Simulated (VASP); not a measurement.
Set up this calculation in VASP 6.6.1, as the native input.

```yaml
Task: single point
Functional: PBE
Potentials_or_basis: VASP PAW PBE potentials, release 64 (H, Si, Co)
Cutoff: 520 eV
k_mesh: 2 × 2 × 1
Occupations: fermi-dirac, width 0.02 eV
Spin: collinear spin, ferromagnetic start
Starting_moments: "[0.0, 0.0, 0.0, 0.0, 0.0, 0.0, 0.0, 0.0, 0.0, 0.0, 0.0, 0.0, 0.0, 0.0, 0.0, 0.0, 0.0, 0.0, 0.0, 0.0, 1.0] μB"
Dipole_correction: no
Further_INCAR_settings: LREAL = Auto; ALGO = Normal; EDIFF = 1e-06; NBANDS = 58
```

The structure of CoSi16H4 lies in POSCAR:

```
CoSi16H4
1.0
    7.6791800000      0.0000000000      0.0000000000
    3.8395900000      6.6503650000      0.0000000000
    0.0000000000      0.0000000000     17.4187650000
H Si Co
4 16 1
Direct
    0.1666667000      0.1666667000      0.0574094000
    0.6666667000      0.1666667000      0.0574094000
    0.1666667000      0.6666667000      0.0574094000
    0.6666667000      0.6666667000      0.0574094000
    0.1666667000      0.1666667000      0.1435234000
    0.6666667000      0.1666667000      0.1435234000
    0.1666667000      0.6666667000      0.1435234000
    0.6666667000      0.6666667000      0.1435234000
   -0.1664648039      0.3335416124      0.1855177217
    0.3329014290      0.3335523085      0.1854766486
   -0.1664526035      0.8329092427      0.1854811296
    0.3333088553      0.8333175107      0.1942432580
   -0.1681553397      0.3319677224      0.3193708725
    0.3355518831      0.3320452756      0.3193154283
   -0.1680629742      0.8356828792      0.3193216401
    0.3328933792      0.8331256558      0.3375298925
   -0.0055612734      0.0025945190      0.3767125711
    0.5023463748      0.0024530440      0.3761808074
   -0.0002400142      0.4998936796      0.3657378807
    0.5024354066      0.4946015583      0.3766135739
    0.6663733217      0.1665201163      0.3832938643
```

One way to write it, as run:

INCAR

```
SYSTEM = CoSi16H4
ALGO = Normal
EDIFF = 1E-6
ENCUT = 520
GGA = PE
ISIF = 2
ISMEAR = -1
ISPIN = 2
LASPH = .True.
LCHARG = .False.
LMAXMIX = 4
LORBIT = 11
LREAL = Auto
LWAVE = .False.
MAGMOM = 0 0 0 0 0 0 0 0 0 0 0 0 0 0 0 0 0 0 0 0 1
NBANDS = 58
NELM = 150
PREC = Accurate
SIGMA = 0.02
```

KPOINTS

```
k-points
0
Gamma
  2 2 1
  0 0 0
```

Potentials or basis: VASP PAW PBE potentials, release 64 (H, Si, Co).

The run is started by

```bash
$ cat potpaw_PBE.64/H/POTCAR potpaw_PBE.64/Si/POTCAR potpaw_PBE.64/Co/POTCAR > POTCAR
$ mpirun -np 1 vasp_std > vasp.out
```

It gave:

| Item | Value |
| --- | --- |
| Largest force | 0.220 eV/Å |
| Band gap on the k mesh | 0.39 eV (least direct gap 0.52 eV) |
| Net moment | -1.00 μB per cell |
| Site moments | H -0.00, -0.01 (each value once); Si +0.00, -0.02, -0.00, -0.01, -0.24 (each value once); Co -0.03 μB |
| Valence electrons inside the program's atomic spheres | H 0.57; Si 1.71, 1.72, 1.65, 1.67, 1.63, 1.66, 1.62 (each value once); Co 8.49 |

Caveat: the k points lie up to 0.47 Å⁻¹ apart; there is no dipole correction, which matters where the two faces differ.

Wall time 16 min on 1 thread of Intel(R) Xeon(R) Platinum 8488C (Sapphire Rapids), with other jobs on the host, peak memory 1.5 GiB.
